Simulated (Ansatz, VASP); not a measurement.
# One calculation of I, two programs

Contents of INCAR:

```
ALGO     = Normal         # electronic algorithm
EDIFF    = 1E-6           # SCF threshold, eV
ENCUT    = 500            # plane-wave cutoff, eV
GGA      = CA             # functional
GGA_COMPAT= F            
ISIF     = 2              # what is computed and relaxed
ISMEAR   = 0              # smearing method
LASPH    = T              # aspherical terms in the spheres
LCHARG   = F              # write CHGCAR
LREAL    = F              # projectors in reciprocal space
LWAVE    = F              # write WAVECAR
NBANDS   = 10             # bands
NELM     = 120            # most SCF steps
PREC     = Accurate       # precision mode
SIGMA    = 0.1            # smearing width, eV
```

KPOINTS

```
k-points
0
Gamma
  4 4 6
```

POSCAR

```
I
1.0
    2.5383465792     -3.7066249365      0.0000000000
    2.5383465792      3.7066249365      0.0000000000
   -1.6208748370      0.0000000000      2.3810977968
I
1
Direct
    0.5000000000      0.5000000000      0.5000000000
```

Input for Ansatz:

```yaml
crystal:
  lattice:
    - [2.5383465792, -3.7066249365, 0.0]
    - [2.5383465792, 3.7066249365, 0.0]
    - [-1.620874837, 0.0, 2.3810977968]
  atoms:
    - { symbol: I, position: [0.5, 0.5, 0.5] }
basis:
  ecutwfc: 420
kpoints:
  mp_grid: { grid: [4, 4, 6] }
hamiltonian:
  xc: lda
scf:
  occupations: { method: gaussian, width: 0.1 }
  max_iter: 88
output:
  forces: true
  stress: true
  eigenvalues: true
```

Alike in both runs: task single point; functional LDA; k mesh 4 × 4 × 6; occupations gaussian, width 0.1 eV; no spin polarisation.

|  | VASP | Ansatz |
| --- | --- | --- |
| version | VASP 6.6.1 | Ansatz 0.2.0 |
| potentials or method | VASP PAW LDA potentials, release 64 (I), cutoff 500 eV | scalar-relativistic, plane waves, PAW |
| valence electrons in the cell | 7 | 17 |

|  | VASP | Ansatz | Ansatz less VASP |
| --- | --- | --- | --- |
| gap on the k mesh at the Fermi level (eV) | none | none | - |
| pressure (GPa) | -1.4 | -1.4 | +0.04 |
| traceless stress, the component that is largest in VASP (GPa) | 0.64 | 0.54 | -0.099 |

LDA's correlation is that of Perdew and Zunger in VASP and of Perdew and Wang (1992) in Ansatz. A gap of «none» marks a metal or a gap that the smearing closes. VASP's potentials hold 7 valence electrons a cell and Ansatz's 17, so a difference there can come from the potentials and not from the codes.

The k mesh is coarse, so the values compare programs but aren't converged. Neither program's run includes spin-orbit coupling.
